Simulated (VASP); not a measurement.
Write the native input for VASP 6.6.1 that does the following.

| Quantity | Value |
| --- | --- |
| Task | single point |
| Functional | r2SCAN |
| Potentials or basis | VASP PAW PBE potentials, release 64 (Ti_sv, C) |
| Cutoff | 520 eV |
| k mesh | 18 × 18 × 18 |
| Occupations | gaussian, width 0.15 eV |
| Spin | no spin polarisation |
| Dipole correction | no |
| Further INCAR settings | ALGO = Normal; EDIFF = 1e-07; NBANDS = 15 |

The system is TiC.

```
Ti C
1.0
     0.00000    2.19646    2.16400
     2.19646    0.00000    2.16400
     2.19646    2.19646    0.00000
Ti C
1 1
Direct
  0.00000 0.00000 0.00000
  0.50000 0.50000 0.50000
```

This cell differs from its parent crystal: strain +0.015 along x and y, +0.000 along z.

These files were run (other wordings do the same):

POSCAR

```
TiC
1.0
    0.0000000000      2.1964600000      2.1640000000
    2.1964600000      0.0000000000      2.1640000000
    2.1964600000      2.1964600000      0.0000000000
Ti C
1 1
Direct
    0.0000000000      0.0000000000      0.0000000000
    0.5000000000      0.5000000000      0.5000000000
```

INCAR.step1

```
SYSTEM = TiC
ALGO = Normal ; EDIFF = 1E-4
ENCUT = 520 ; GGA = PE
ISMEAR = 0 ; LASPH = .TRUE.
LCHARG = .FALSE. ; LREAL = .FALSE.
LWAVE = .TRUE. ; NBANDS = 15
NELM = 80 ; PREC = Accurate
SIGMA = 0.15
```

INCAR.step2

```
SYSTEM = TiC
ALGO = Normal ; EDIFF = 1E-7
ENCUT = 520 ; ISIF = 2
ISMEAR = 0 ; ISTART = 1
LASPH = .TRUE. ; LCHARG = .FALSE.
LMIXTAU = .TRUE. ; LREAL = .FALSE.
LWAVE = .FALSE. ; METAGGA = R2SCAN
NBANDS = 15 ; NELM = 80
PREC = Accurate ; SIGMA = 0.15
```

KPOINTS

```
k-points
0
G
  18 18 18
  0 0 0
```

Potentials or basis: VASP PAW PBE potentials, release 64 (Ti_sv, C).

Command:

```sh
$ cat potpaw_PBE.64/Ti_sv/POTCAR potpaw_PBE.64/C/POTCAR > POTCAR
$ cp INCAR.step1 INCAR
$ mpirun -np 1 vasp_std > vasp.out
$ cp INCAR.step2 INCAR
$ mpirun -np 1 vasp_std > vasp.out
```

It gave:

```json
{
  "Pressure": "-6.4 GPa",
  "Band gap on the k mesh": "zero (bands 8 and 9 overlap by 1.49 eV)"
}
```

Caveat: the cell differs from its parent crystal (strain +0.015 along x and y, +0.000 along z); the stress differs along the axes, from -8 to -3 GPa; the PAW data sets were made with another functional, which shifts forces and pressure a little.

Wall time 6.7 min on 1 thread of AMD EPYC 9R45 96-Core Processor (Zen 5), with other jobs on the host, peak memory 0.24 GiB.
